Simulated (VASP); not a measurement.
A run of VASP 6.6.1 is set up as follows.

POSCAR

```
H
1.0
   -1.7392082084      1.7392082084      1.9471702941
    1.7392082084     -1.7392082084      1.9471702941
    1.7392082084      1.7392082084     -1.9471702941
H
2
Direct
    0.9098622900      0.9098622900      0.0000000000
    0.0901377100      0.0901377100      0.0000000000
```

Contents of INCAR.step1:

```
PREC     = Accurate       # precision mode
ENCUT    = 520            # plane-wave cutoff, eV
ISMEAR   = 0              # smearing method
SIGMA    = 0.05           # smearing width, eV
LREAL    = False          # projectors in reciprocal space
LASPH    = True           # aspherical terms in the spheres
NELM     = 60             # most SCF steps
NBANDS   = 8              # bands
GGA      = PE             # functional
ALGO     = Normal         # electronic algorithm
EDIFF    = 1E-4           # SCF threshold, eV
LWAVE    = True           # write WAVECAR
LCHARG   = False          # write CHGCAR
```

INCAR.step2

```
PREC     = Accurate       # precision mode
ENCUT    = 520            # plane-wave cutoff, eV
EDIFF    = 1E-6           # SCF threshold, eV
ISMEAR   = 0              # smearing method
SIGMA    = 0.05           # smearing width, eV
LREAL    = False          # projectors in reciprocal space
LASPH    = True           # aspherical terms in the spheres
NELM     = 60             # most SCF steps
ALGO     = Normal         # electronic algorithm
ISIF     = 2              # what is computed and relaxed
LWAVE    = False          # write WAVECAR
LCHARG   = False          # write CHGCAR
METAGGA  = R2SCAN         # meta-GGA
LMIXTAU  = True         
NBANDS   = 8              # bands
ISTART   = 1
```

The input KPOINTS:

```
Automatic mesh
0
Gamma
  10 10 10
```

Potentials or basis: VASP PAW PBE potentials, release 64 (H).

The run is started by

```console
$ cat potpaw_PBE.64/H/POTCAR > POTCAR
$ cp INCAR.step1 INCAR
$ mpirun -np 1 vasp_std > vasp.out
$ cp INCAR.step2 INCAR
$ mpirun -np 1 vasp_std > vasp.out
```

Q: What does it give for the largest force?

A: 1.651 eV/Å.

Q: Estimate the pressure.

A: 2.6 GPa.

Forces in eV/Å, atoms in the order of the input:
```
H    0.000  0.000 -1.651
H    0.000  0.000  1.651
```

Caveat: the PAW data sets were made with another functional, which shifts forces and pressure a little.
